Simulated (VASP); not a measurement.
**BiAu: single point with PBEsol**

BiAu:

```xyz
2
Lattice="0.0000 2.8767 2.8767 2.8767 0.0000 2.8767 2.8767 2.8767 0.0000" Properties=species:S:1:pos:R:3 pbc="T T T"
Au    2.8767    2.8767    2.8767
Bi    0.0000    0.0000    0.0000
```

This cell differs from its parent crystal: volume scaled by 0.960.

| Quantity | Value |
| --- | --- |
| Program | VASP 6.6.1 |
| Task | single point |
| Functional | PBEsol |
| Potentials or basis | VASP PAW PBE potentials, release 64 (Au, Bi_d) |
| Cutoff | 520 eV |
| k mesh | 10 × 10 × 10 |
| Occupations | gaussian, width 0.05 eV |
| Spin | no spin polarisation |

```
Pressure               : 3.8 GPa
Band gap on the k mesh : zero (band 13 reaches 11.74 eV, above the bottom of band 14 at 6.11 eV)
```

Levels at points of the mesh, in eV from the Fermi level:
```tsv
k point	band 9	band 10	band 11	band 12	band 13	band 14	band 15	band 16	band 17	band 18
(0.00, 0.00, 0.00)	-4.68	-4.61	-4.61	1.07	1.07	1.07	1.43	7.17	8.91	8.91
(0.50, 0.00, 0.00)	-5.62	-4.33	-4.33	-3.85	3.27	3.28	3.28	5.14	5.14	6.52
(0.50, 0.50, 0.00)	-4.41	-4.13	-4.13	-3.31	-1.61	-1.61	-1.22	6.07	11.83	11.83
```

Wall time 22 s on 1 thread of Intel(R) Xeon(R) Platinum 8488C (Sapphire Rapids) (shared host), peak memory 0.19 GiB.

Caveat: the PAW data sets were made with another functional, which shifts forces and pressure a little; spin-orbit coupling is left out, which moves the levels of the heavy elements.
